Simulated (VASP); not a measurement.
# Sn3As: relaxation of cell and atoms with PBE

The system is Sn3As.

```
CELL_PARAMETERS angstrom
0.00000 3.94844 3.94844
3.94844 0.00000 3.94844
3.94844 3.94844 0.00000
ATOMIC_POSITIONS crystal
Sn 0.75000 0.75000 0.75000
Sn 0.50000 0.50000 0.50000
Sn 0.25000 0.25000 0.25000
As 0.00000 0.00000 0.00000
```

| Item | Value |
| --- | --- |
| Program | VASP 6.6.1 |
| Task | relaxation of cell and atoms |
| Functional | PBE |
| Potentials or basis | VASP PAW PBE potentials, release 64 (Sn_d, As) |
| Cutoff | 600 eV |
| k mesh | 4 × 4 × 4 |
| Occupations | gaussian, width 0.1 eV |
| Spin | no spin polarisation |
| Dipole correction | no |
| Further INCAR settings | ALGO = Normal; EDIFF = 1e-06; IBRION = 2; EDIFFG = -0.04; NSW = 90; ISIF = 3 |

```json
{"Relaxed volume": "24.73 Å³/atom", "Relaxed cell": "a = 5.191 Å, b = 5.191 Å, c = 5.191 Å, α = 60.00°, β = 60.00°, γ = 60.00°", "Space group after relaxing (to 0.05 Å)": "Fm-3m (No. 225)", "Energy gained by relaxing": "171.4 meV/atom", "Ionic steps": "3", "Pressure after relaxing": "-0.1 GPa"}
```

The path:
```tsv
step	energy change (eV)	largest force (eV/Å)	pressure (GPa)	volume (Å³)
1	0.0000	0.0000	-7.05	123.11
2	-0.6804	0.0000	-0.94	100.52
3	-0.6855	0.0000	-0.08	98.94
```

Final structure:
```yaml
crystal:
  lattice:
    - [0.00000, 3.67093, 3.67093]
    - [3.67093, 0.00000, 3.67093]
    - [3.67093, 3.67093, 0.00000]
  atoms:
    - { symbol: Sn, position: [0.75000, 0.75000, 0.75000] }
    - { symbol: Sn, position: [0.50000, 0.50000, 0.50000] }
    - { symbol: Sn, position: [0.25000, 0.25000, 0.25000] }
    - { symbol: As, position: [0.00000, 0.00000, 0.00000] }
```

Levels at points of the mesh, in eV from the Fermi level:
| k point | band 20 | band 21 | band 22 | band 23 | band 24 | band 25 | band 26 | band 27 | band 28 |
| --- | --- | --- | --- | --- | --- | --- | --- | --- | --- |
| (0.00, 0.00, 0.00) | -2.52 | -2.52 | -2.52 | -1.70 | -1.70 | -1.70 | -0.87 | -0.87 | -0.87 |
| (0.50, 0.00, 0.00) | -3.21 | -3.21 | -2.63 | -2.63 | -0.07 | 0.40 | 2.42 | 2.42 | 3.27 |
| (0.50, 0.50, 0.00) | -5.10 | -5.10 | 0.78 | 1.11 | 1.11 | 1.28 | 2.59 | 2.59 | 3.19 |

Run time: 86 s on 1 thread of Oxide Virtual Turin-like Processor, on a shared host, peak memory 0.3 GiB.

Caveat: the volume moved by over 15 % at a fixed basis, so the end points are rough; the bands computed are all filled at some k points, so no gap is given; spin-orbit coupling is left out, which moves the levels of the heavy elements.
